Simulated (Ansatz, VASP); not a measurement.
**Two plane-wave programs on BN**

```
B N
1.0
     2.55394    0.00000    0.00000
    -1.27697    2.21178    0.00000
     0.00000    0.00000    4.22685
B N
2 2
Direct
  0.76839 0.53679 0.94649
  0.33333 0.66667 0.49972
  0.66667 0.33333 0.62528
  0.33333 0.66667 0.12528
```

Alike in both runs: task single point; functional PBE; k mesh 12 × 12 × 6; occupations gaussian, width 0.05 eV; no spin polarisation.

|  | VASP | Ansatz |
| --- | --- | --- |
| version | VASP 6.6.1 | Ansatz 0.2.0 |
| potentials or method | VASP PAW PBE potentials, release 64 (B, N), cutoff 520 eV | scalar-relativistic, plane waves, PAW |
| valence electrons in the cell | 16 | 16 |

```csv
,VASP,Ansatz,Ansatz less VASP
gap on the k mesh at the Fermi level (eV),1.37,1.38,+0.012
least direct gap on the mesh (eV),3.72,3.73,+0.007
pressure (GPa),14.4,14.1,-0.23
"traceless stress, the component that is largest in VASP (GPa)",22.37,22.57,+0.196
rms of the force components (eV/Å),2.463,2.461,-0.0024
```

Atom by atom the forces differ by 0.007 eV/Å (rms over components).
